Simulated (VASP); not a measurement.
A run of VASP 6.6.1 is set up as follows.

The input INCAR:

```
PREC     = Accurate       # precision mode
ENCUT    = 600            # plane-wave cutoff, eV
EDIFF    = 1E-6           # SCF threshold, eV
ISMEAR   = 0              # smearing method
SIGMA    = 0.1            # smearing width, eV
LREAL    = False          # projectors in reciprocal space
LASPH    = True           # aspherical terms in the spheres
NELM     = 200            # most SCF steps
ALGO     = Normal         # electronic algorithm
ISIF     = 2              # what is computed and relaxed
LWAVE    = False          # write WAVECAR
LCHARG   = True           # write CHGCAR
GGA      = PE             # functional
LELF     = True           # ELF
LVHAR    = True         
NBANDS   = 31             # bands
GGA_COMPAT= False        
LMAXMIX  = 6              # l up to which the mixer works
```

File KPOINTS:

```
regular mesh
0
Gamma
  6 6 4
```

POSCAR

```
K3ErC2
1.0
    4.8179703100      0.0000000000      0.0000000000
   -2.4089851600      4.1724846900      0.0000000000
    0.0000000000      0.0000000000      5.5553532100
K Er C
3 1 2
Direct
    0.5000000000      0.0000000000      0.5000000000
    0.0000000000      0.5000000000      0.5000000000
    0.5000000000      0.5000000000      0.5000000000
    0.0000000000      0.0000000000      0.0000000000
    0.0000000000      0.0000000000      0.4051517800
    0.0000000000      0.0000000000      0.5948482200
```

Potentials or basis: VASP PAW PBE potentials, release 64 (K_sv, Er_3, C), 4f in core.

Command:

```console
$ cat potpaw_PBE.64/K_sv/POTCAR potpaw_PBE.64/Er_3/POTCAR potpaw_PBE.64/C/POTCAR > POTCAR
$ mpirun -np 1 vasp_std > vasp.out
```

Problem. Estimate the largest force.

Solution. 30.726 eV/Å.

Problem. What does it give for the band gap on the k mesh?

Solution. Zero (bands 22 and 23 overlap by 1.07 eV).

Problem. Predict the pressure.

Solution. 52.8 GPa.

Stress tensor (GPa, compression positive):
```
47.86  0.00  0.00
 0.00 47.86  0.00
 0.00  0.00 62.62
```

Caveat: atoms lie so close that the PAW spheres overlap strongly, which falsifies energies and pressures; the stress differs along the axes, from 48 to 63 GPa; spin-orbit coupling is left out, which moves the levels of the heavy elements; the 4f electrons are frozen in the core, so they carry no moment and show no levels; forces of over 1 eV/Å act on the atoms, so gaps and moduli don't describe the material at rest. Spin polarisation is off, so any magnetic state and its effect on volume and gap are missing.
